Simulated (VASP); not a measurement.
Ta3PbO:

```
Ta Pb O
1.0
     4.65335    0.00000    0.00000
     0.00000    4.65335    0.00000
     0.00000    0.00000    5.15146
Ta Pb O
3 1 1
Cartesian
  0.0000 2.3267 2.5757
  2.3267 0.0000 2.5757
  2.3267 2.3267 0.0000
  2.3267 2.3267 2.5757
  0.0000 0.0000 2.5757
```

| Quantity | Value |
| --- | --- |
| Program | VASP 6.6.1 |
| Task | relaxation of cell and atoms |
| Functional | PBE |
| Potentials or basis | VASP PAW PBE potentials, release 64 (Ta_pv, Pb_d, O) |
| Cutoff | 600 eV |
| k mesh | 4 × 4 × 4 |
| Occupations | gaussian, width 0.1 eV |
| Spin | no spin polarisation |

At the start: pressure 29.3 GPa; volume 22.31 Å³/atom.

Problem. How do energy, volume and symmetry change on relaxing?

Solution. Over 7 steps the energy falls by 439.9 meV/atom and the volume is 27.12 Å³/atom (+21.6 %); space group P4/mmm (No. 123, to 0.05 Å).

Step by step:
| step | energy change (eV) | largest force (eV/Å) | pressure (GPa) | volume (Å³) |
| --- | --- | --- | --- | --- |
| 1 | 0.0000 | 0.0000 | 29.30 | 111.55 |
| 2 | 1.7104 | 0.0000 | -13.27 | 189.25 |
| 3 | -2.1688 | 0.0000 | -1.82 | 138.14 |
| 4 | -2.1937 | 0.0000 | -0.32 | 135.82 |
| 5 | -2.1960 | 0.0000 | 0.33 | 134.88 |
| 6 | -2.1991 | 0.0000 | -0.11 | 135.85 |
| 7 | -2.1995 | 0.0000 | -0.01 | 135.61 |

Final structure:
```cif
data_structure
_symmetry_space_group_name_H-M 'P 1'
_symmetry_Int_Tables_number 1
_cell_length_a 5.0646
_cell_length_b 5.0646
_cell_length_c 5.2871
_cell_angle_alpha 90.000
_cell_angle_beta 90.000
_cell_angle_gamma 90.000
_cell_volume 135.61
loop_
_atom_site_label
_atom_site_type_symbol
_atom_site_fract_x
_atom_site_fract_y
_atom_site_fract_z
_atom_site_occupancy
Ta1 Ta 0.00000 0.50000 0.50000 1
Ta2 Ta 0.50000 0.00000 0.50000 1
Ta3 Ta 0.50000 0.50000 0.00000 1
Pb1 Pb 0.50000 0.50000 0.50000 1
O1 O 0.00000 0.00000 0.50000 1
```

Caveat: the volume moved by over 15 % at a fixed basis, so the end points are rough; an odd number of electrons without spin polarisation forces a metal; a magnetic or distorted state may lie lower.
